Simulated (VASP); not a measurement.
# MgO (Cmcm) in VASP: a series of runs, part 2 of 2

VASP 6.6.1. The steps go on from the part before.

**4. Single point, PBEsol (mode 5 frozen in at +0.049 Å, strain +e along z and -e/2 along x and y +0.0233)**

INCAR reads:

```
SYSTEM = MgO
PREC = Accurate
ENCUT = 520
EDIFF = 1E-6
ISMEAR = 0
SIGMA = 0.05
LREAL = .FALSE.
LASPH = .TRUE.
NELM = 60
ALGO = Normal
ISIF = 2
LWAVE = .FALSE.
LCHARG = .FALSE.
GGA = PS
NBANDS = 16
```

KPOINTS reads:

```
regular mesh
0
G
  9 9 6
  0 0 0
```

POSCAR reads:

```
MgO
1.0
    3.4540523579      0.0000000000      0.0000000000
   -1.7270261790      2.9912970879      0.0000000000
    0.0000000000      0.0000000000      4.2924500482
Mg O
2 2
Direct
    0.6747286342      0.3494572684      0.7500000000
    0.3252713658      0.6505427316      0.2500000000
    0.6607307308      0.3214614617      0.2500000000
    0.3392692692      0.6785385383      0.7500000000
```

Potentials or basis: VASP PAW PBE potentials, release 64 (Mg, O).

Started as:

```
$ cat potpaw_PBE.64/Mg/POTCAR potpaw_PBE.64/O/POTCAR > POTCAR
$ mpirun -np 1 vasp_std > vasp.out
```

OUTCAR:

```text
SYSTEM = MgO
   PREC = Accurate
   ENCUT = 520
   EDIFF = 1E-6
   ISMEAR = 0
   LREAL = .FALSE.
   LASPH = .TRUE.
   NELM = 60
   ISIF = 2
   GGA = PS

 ion  position               nearest neighbor table
   1  0.675  0.349  0.750-   4 1.99   4 1.99   4 2.01   3 2.15   3 2.15   2 2.90   2 2.90   2 2.90
                             2 2.90   2 3.00   2 3.00
   2  0.325  0.651  0.250-   3 1.99   3 1.99   3 2.01   4 2.15   4 2.15   1 2.90   1 2.90   1 2.90
                             1 2.90   1 3.00   1 3.00
   3  0.661  0.321  0.250-   2 1.99   2 1.99   2 2.01   1 2.15   1 2.15
   4  0.339  0.679  0.750-   1 1.99   1 1.99   1 2.01   2 2.15   2 2.15

  LATTYP: Found a hexagonal cell.
 ALAT       =     3.4540523579
 C/A-ratio  =     1.2427287150

  Lattice vectors:

 A1 = (   3.4540523579,   0.0000000000,   0.0000000000)
 A2 = (  -1.7270261790,   2.9912970879,   0.0000000000)
 A3 = (   0.0000000000,   0.0000000000,   4.2924500482)

Analysis of symmetry for initial positions (statically):
=====================================================================
 Subroutine PRICEL returns:
 Original cell was already a primitive cell.

 Routine SETGRP: Setting up the symmetry group for a
 hexagonal supercell.

 Subroutine GETGRP returns: Found  8 space group operations
 (whereof  4 operations were pure point group operations)
 out of a pool of 24 trial point group operations.

The static configuration has the point symmetry C_2h.
 The point group associated with its full space group is D_2h.

Analysis of symmetry for dynamics (positions and initial velocities):
=====================================================================
 Subroutine PRICEL returns:
 Original cell was already a primitive cell.

 Routine SETGRP: Setting up the symmetry group for a
 hexagonal supercell.

 Subroutine GETGRP returns: Found  8 space group operations
 (whereof  4 operations were pure point group operations)
 out of a pool of 24 trial point group operations.

The dynamic configuration has the point symmetry C_2h.
 The point group associated with its full space group is D_2h.

 Subroutine INISYM returns: Found  8 space group operations
 (whereof  4 operations are pure point group operations),
 and found     1 'primitive' translations

----------------------------------------------------------------------------------------

                                     Primitive cell

  volume of cell :      44.3500

  direct lattice vectors                    reciprocal lattice vectors
     3.454052358  0.000000000  0.000000000     0.289515009  0.167151568  0.000000000
    -1.727026179  2.991297088  0.000000000     0.000000000  0.334303137  0.000000000
     0.000000000  0.000000000  4.292450048     0.000000000  0.000000000  0.232967184

  length of vectors
     3.454052358  3.454052358  4.292450048     0.334303137  0.334303137  0.232967184

  position of ions in fractional coordinates (direct lattice)
     0.674728634  0.349457268  0.750000000
     0.325271366  0.650542732  0.250000000
     0.660730731  0.321461462  0.250000000
     0.339269269  0.678538538  0.750000000

  ion indices of the primitive-cell ions
   primitive index   ion index
                 1           1
                 2           2
                 3           3
                 4           4

----------------------------------------------------------------------------------------

 KPOINTS: regular mesh

[... 29 lines left out ...]
  0.333333 -0.000000  0.000000      4.000000
[... 16 lines left out ...]
 -0.222222 -0.444444  0.000000      4.000000
  0.444444  0.333333  0.000000      4.000000
 [... further k-points ...]
   k-points           NKPTS =    100   k-points in BZ     NKDIM =    100   number of bands    NBANDS=     16
   number of dos      NEDOS =    301   number of ions     NIONS =      4
   total plane-waves  NPLWV =  25088
   dimension x,y,z NGX =    28 NGY =   28 NGZ =   32
   dimension x,y,z NGXF=    56 NGYF=   56 NGZF=   64
   ions per type =               2   2
   NGX,Y,Z   is equivalent  to a cutoff of  13.48, 13.48, 12.39 a.u.
   NGXF,Y,Z  is equivalent  to a cutoff of  26.95, 26.95, 24.79 a.u.
 SYSTEM =  MgO
   PREC   = accura    normal or accurate (medium, high low for compatibility)
   ISTART =      0    job   : 0-new  1-cont  2-samecut
   ICHARG =      2    charge: 1-file 2-atom 10-const
   ISPIN  =      1    spin polarized calculation?
   LNONCOLLINEAR =      F non collinear calculations
   LSORBIT =      F    spin-orbit coupling
   LASPH  =      T    aspherical Exc in radial PAW
   ENCUT  =  520.0 eV  38.22 Ry    6.18 a.u.   6.42  6.42  7.98*2*pi/ulx,y,z
   NELM   =     60;   NELMIN=  2; NELMDL= -5     # of ELM steps
   EDIFF  = 0.1E-05   stopping-criterion for ELM
   LREAL  =      F    real-space projection
   EDIFFG = 0.1E-04   stopping-criterion for IOM
   NSW    =      0    number of steps for IOM
   IBRION =     -1    ionic relax: 0-MD 1-quasi-New 2-CG
   NFREE  =      0    steps in history (QN), initial steepest desc. (CG)
   ISIF   =      2    stress and relaxation
   ISYM   =      2    0-nonsym 1-usesym 2-fastsym
   POTIM  = 0.5000    time-step for ionic-motion
   TEBEG  =    0.0;   TEEND  =   0.0 temperature during run
   PSTRESS=    0.0 pullay stress
   NELECT =      16.0000    total number of electrons
   NUPDOWN=      -1.0000    fix difference up-down
   EMIN   =  10.00;   EMAX   =-10.00  energy-range for DOS
   EFERMI =   0.00;   METHOD = LEGACY
   ISMEAR =     0;   SIGMA  =   0.05  broadening in eV -4-tet -1-fermi 0-gaus
   EFERMI_NEDOS =   21; number of points for ismear=-14 and -15
   IALGO  =     38    algorithm
   IMIX   =      4    mixing-type and parameters
     AMIX     =   0.40;   BMIX     =  1.00
     AMIX_MAG =   1.60;   BMIX_MAG =  1.00
  volume/ion in A,a.u.               =      11.09        74.82
  Fermi-wavevector in a.u.,A,eV,Ry     =   1.165423  2.202330 18.479580  1.358211
  Thomas-Fermi vector in A             =   2.301949
   LORBIT       =      0    0 simple, 1 ext, 2 COOP (PROOUT), +10 PAW based schemes
   GGA     = PS    functional components
   LHFCALC =     F    Hartree Fock is set to
   AEXX    =    0.0000 exact exchange contribution
   IVDW    =     0    specifies the selected vdW correction
   LEPSILON=     F    determine dielectric tensor
   LRPA    =     F    only Hartree local field effects (RPA)
 non-spin polarized calculation
 Gauss-broadening in eV      SIGMA  =   0.05
  energy-cutoff  :      520.00
  volume of cell :       44.35
 maximum number of plane-waves:      1207
 NGX is ok and might be reduce to    28

 number of electron      15.9999996 magnetization

 Free energy of the ion-electron system (eV)
  ---------------------------------------------------
  ext. energy  EPLUGINS =         0.00000000
  ---------------------------------------------------
  free energy    TOTEN  =       -24.71760450 eV

  energy without entropy =      -24.71760450  energy(sigma->0) =      -24.71760450

 E-fermi :   2.0906     XC(G=0): -10.2847

 val. band max:        1.8931200464   @ k =   0.0000   0.0000   0.0000
 cond. band min:       5.1065360571   @ k =   0.0000   0.0000   0.0000
 fundamental gap:      3.2134160107
 Fermi energy:         2.0905782285

 k-point     1 :       0.0000    0.0000    0.0000
  band No.  band energies     occupation
      1     -14.9850      2.00000
      2     -13.6363      2.00000
      3      -1.8906      2.00000
      4       0.1322      2.00000
      5       0.1852      2.00000
      6       0.9209      2.00000
[... 433 lines left out ...]
      3      -1.7675      2.00000
      4      -0.5698      2.00000
      5      -0.4273      2.00000
      6      -0.1636      2.00000
[... 8 lines left out ...]
     15      16.1718      0.00000
     16      16.7854      0.00000

 [... further k-points ...]

------------------------ aborting loop because EDIFF is reached ----------------------------------------

  FORCE on cell =-STRESS in cart. coord.  units (eV):
  Direction    XX          YY          ZZ          XY          YZ          ZX
  --------------------------------------------------------------------------------------
  -------------------------------------------------------------------------------------
  Total        0.6319415      0.2732234     -1.0886461     -0.0000000     -0.0000000      0.0000000
  in kB       22.8293615      9.8704000    -39.3281559     -0.0000000     -0.0000000      0.0000000
  external PRESSURE =      -2.2094648 kB  Pullay stress =       0.0000000 kB

 VOLUME and BASIS-vectors are now :
 -----------------------------------------------------------------------------
  energy-cutoff  :      520.00
  volume of cell :       44.35
      direct lattice vectors                 reciprocal lattice vectors
     3.454052358  0.000000000  0.000000000     0.289515009  0.167151568  0.000000000
    -1.727026179  2.991297088  0.000000000     0.000000000  0.334303137  0.000000000
     0.000000000  0.000000000  4.292450048     0.000000000  0.000000000  0.232967184

 POSITION                                       TOTAL-FORCE (eV/Angst)
 -----------------------------------------------------------------------------------
      1.72703      1.04533      3.21934         0.000000     -0.345060     -0.000000
     -0.00000      1.94597      1.07311        -0.000000      0.345060     -0.000000
      1.72703      0.96159      1.07311        -0.000000      0.151108      0.000000
      0.00000      2.02971      3.21934         0.000000     -0.151108      0.000000
 -----------------------------------------------------------------------------------
    total drift:                                0.000000      0.000000      0.000000

  FREE ENERGIE OF THE ION-ELECTRON SYSTEM (eV)
  ---------------------------------------------------
  free  energy   TOTEN  =       -24.7176044981 eV

  energy  without entropy=      -24.7176044980  energy(sigma->0) =      -24.71760450
```

stdout:

```text
POSCAR found type information on POSCAR MgO
 POSCAR found :  2 types and       4 ions
 scaLAPACK will be used
 -----------------------------------------------------------------------------
|                                                                             |
|                                                                             |
|     You enforced a specific xc type in the INCAR file but a different       |
|     I HOPE YOU KNOW WHAT YOU ARE DOING!                                     |
|                                                                             |
 -----------------------------------------------------------------------------

 LDA part: xc-table for (Slater+PW92), standard interpolation
 POSCAR, INCAR and KPOINTS ok, starting setup
 FFT: planning ... GRIDC
 FFT: planning ... GRID_SOFT
 FFT: planning ... GRID
 WAVECAR not read
 entering main loop
```

Wall time 60 s (1 thread of Intel Xeon Platinum 8488C (Sapphire Rapids), shared host); peak memory 0.2 GiB.

What came out:

| Quantity | Value |
| --- | --- |
| Free energy | -24.7176 eV |
| Pressure | -0.2 GPa |
| Largest force | 0.345 eV/Å |
| Band gap on the k mesh | 3.21 eV, direct |

Forces on the atoms (eV/Å):
```
Mg   0.000 -0.345  0.000
Mg   0.000  0.345  0.000
O    0.000  0.151  0.000
O    0.000 -0.151  0.000
```

Stress tensor (GPa, compression positive):
```
 2.28  0.00  0.00
 0.00  0.99  0.00
 0.00  0.00 -3.93
```

Caveat: the cell differs from its parent crystal (mode 5 frozen in at +0.049 Å, strain +e along z and -e/2 along x and y +0.0233); the PAW data sets were made with another functional, which shifts forces and pressure a little.

**5. Single point, PBEsol (mode 5 frozen in at -0.024 Å, strain +e along z and -e/2 along x and y +0.0467)**

INCAR reads:

```
SYSTEM = MgO
PREC     = Accurate       ! precision mode
ENCUT    = 520            ! plane-wave cutoff, eV
EDIFF    = 1E-6           ! SCF threshold, eV
ISMEAR   = 0              ! smearing method
SIGMA    = 0.05           ! smearing width, eV
LREAL    = .FALSE.        ! projectors in reciprocal space
LASPH    = .TRUE.         ! aspherical terms in the spheres
NELM     = 80             ! most SCF steps
ALGO     = Normal         ! electronic algorithm
ISIF     = 2              ! what is computed and relaxed
LWAVE    = .FALSE.        ! write WAVECAR
LCHARG   = .TRUE.         ! write CHGCAR
GGA      = PS             ! functional
LELF     = .TRUE.         ! ELF
LVHAR    = .TRUE.       
NBANDS   = 16             ! bands
```

KPOINTS is that of step 4.

POSCAR reads:

```
MgO
1.0
    3.4131635912      0.0000000000      0.0000000000
   -1.7065817956      2.9558863772      0.0000000000
    0.0000000000      0.0000000000      4.3906063377
Mg O
2 2
Direct
    0.6626356829      0.3252713658      0.7500000000
    0.3373643171      0.6747286342      0.2500000000
    0.6696346346      0.3392692692      0.2500000000
    0.3303653654      0.6607307308      0.7500000000
```

Started as:

```
$ cat potpaw_PBE.64/Mg/POTCAR potpaw_PBE.64/O/POTCAR > POTCAR
$ mpirun -np 1 vasp_std > vasp.out
```

Wall time 61 s (1 thread of Intel Xeon Platinum 8488C (Sapphire Rapids), shared host); peak memory 0.21 GiB.

The run converged. Its results:

* Free energy: -24.6808 eV
* Pressure: 0.7 GPa
* Largest force: 0.186 eV/Å
* Band gap on the k mesh: 3.19 eV, direct

Forces in eV/Å, atoms in the order of the input:
```
Mg   0.000  0.186  0.000
Mg   0.000 -0.186  0.000
O    0.000 -0.054  0.000
O    0.000  0.054  0.000
```

Stress tensor (GPa, compression positive):
```
 3.98  0.00  0.00
 0.00  4.64  0.00
 0.00  0.00 -6.61
```

Levels at points of the mesh, in eV from the valence-band top:
```csv
k point,band 4,band 5,band 6,band 7,band 8,band 9,band 10,band 11,band 12,band 13
"(0.00, 0.00, 0.00)",-1.73,-1.71,-1.00,-0.93,0.00,3.19,9.06,11.35,12.69,12.89
"(0.00, 0.00, 0.50)",-2.50,-1.37,-1.37,-1.35,-1.35,6.18,6.18,13.14,13.14,13.17
```

Caveat: the cell differs from its parent crystal (mode 5 frozen in at -0.024 Å, strain +e along z and -e/2 along x and y +0.0467); the PAW data sets were made with another functional, which shifts forces and pressure a little.

**6. Single point, PBEsol (mode 5 frozen in at -0.024 Å, strain +e along z and -e/2 along x and y +0.0000)**

INCAR reads:

```
PREC = Accurate
ENCUT = 520
EDIFF = 1E-6
ISMEAR = 0
SIGMA = 0.05
LREAL = F
LASPH = T
NELM = 80
ALGO = Normal
ISIF = 2
LWAVE = F
LCHARG = F
GGA = PS
NBANDS = 16
```

KPOINTS reads:

```
regular mesh
0
Gamma
  9 9 6
```

POSCAR reads:

```
MgO
1.0
    3.4947663863      0.0000000000      0.0000000000
   -1.7473831932      3.0265564708      0.0000000000
    0.0000000000      0.0000000000      4.1947132299
Mg O
2 2
Direct
    0.6626356829      0.3252713658      0.7500000000
    0.3373643171      0.6747286342      0.2500000000
    0.6696346346      0.3392692692      0.2500000000
    0.3303653654      0.6607307308      0.7500000000
```

Potentials or basis: VASP PAW PBE potentials, release 64 (Mg, O).

Started as:

```
$ cat potpaw_PBE.64/Mg/POTCAR potpaw_PBE.64/O/POTCAR > POTCAR
$ mpirun -np 1 vasp_std > vasp.out
```

Run time: 70 s. Hardware: 1 thread of Intel Xeon Platinum 8488C (Sapphire Rapids), shared host; peak memory 0.21 GiB.

Results (log left out):

```
Free energy            : -24.7529 eV
Pressure               : -0.4 GPa
Largest force          : 0.189 eV/Å
Band gap on the k mesh : 3.26 eV, direct
```

Forces on the atoms (eV/Å):
```
Mg   0.000  0.189  0.000
Mg   0.000 -0.189  0.000
O    0.000 -0.087  0.000
O    0.000  0.087  0.000
```

Stress tensor (GPa, compression positive):
```
-0.62  0.00  0.00
 0.00 -0.22  0.00
 0.00  0.00 -0.44
```

Levels at points of the mesh, in eV from the valence-band top:
```csv
k point,band 5,band 6,band 7,band 8,band 9,band 10,band 11,band 12
"(0.00, 0.00, 0.00)",-1.73,-0.85,-0.76,0.00,3.26,9.31,12.01,12.25
"(0.00, 0.00, 0.50)",-1.30,-1.30,-1.28,-1.28,6.30,6.30,12.70,12.70
```

Caveat: the cell differs from its parent crystal (mode 5 frozen in at -0.024 Å, strain +e along z and -e/2 along x and y +0.0000); the PAW data sets were made with another functional, which shifts forces and pressure a little.

**7. The runs side by side**

| cell | gap on the mesh (eV) | pressure (GPa) | largest force (eV/Å) |
| --- | --- | --- | --- |
| a = 3.454, b = 3.454, c = 4.292 Å, angles 90.0, 90.0, 120.0°, 4 atoms | 3.21 | -0.2 | 0.35 |
| a = 3.372, b = 3.372, c = 4.488 Å, angles 90.0, 90.0, 120.0°, 4 atoms | 3.17 | 2.3 | 0.38 |
| a = 3.413, b = 3.413, c = 4.391 Å, angles 90.0, 90.0, 120.0°, 4 atoms | 3.19 | 0.7 | 0.19 |
| a = 3.495, b = 3.495, c = 4.195 Å, angles 90.0, 90.0, 120.0°, 4 atoms | 3.26 | -0.4 | 0.19 |

Some of these runs hold the atoms at other places in the same cell, which the table doesn't show; runs alike in all that it shows share one row.

Alike in all rows: task single point; level PBEsol; potentials or basis VASP PAW PBE potentials, release 64 (Mg, O); no spin polarisation; k mesh 9 × 9 × 6; cutoff (eV) 520; smearing gaussian 0.05 eV.

Caveats: the PAW data sets were made with another functional, which shifts forces and pressure a little.

Total energies depend on the potentials used, so only differences within one code and one set of settings carry meaning.
